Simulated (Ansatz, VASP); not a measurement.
# SiC: VASP beside Ansatz

```xyz
2
Lattice="0.0000 2.2276 2.2276 2.2276 0.0000 2.2276 2.2276 2.2276 0.0000" Properties=species:S:1:pos:R:3 pbc="T T T"
Si    0.0000    0.0000    0.0000
C     1.1138    1.1138    1.1138
```

Alike in both runs: task single point; functional PBE; k mesh 6 × 6 × 6; occupations gaussian, width 0.05 eV; no spin polarisation.

```csv
,VASP,Ansatz
version,VASP 6.6.1,Ansatz 0.2.0
potentials or method,"VASP PAW PBE potentials, release 64 (Si, C), cutoff 600 eV","scalar-relativistic, plane waves, PAW"
valence electrons in the cell,8,8
```

|  | VASP | Ansatz | Ansatz less VASP |
| --- | --- | --- | --- |
| gap on the k mesh at the Fermi level (eV) | 1.41 | 1.41 | +0.001 |
| least direct gap on the mesh (eV) | 4.47 | 4.47 | +0.002 |
| pressure (GPa) | -10.0 | -9.8 | +0.16 |
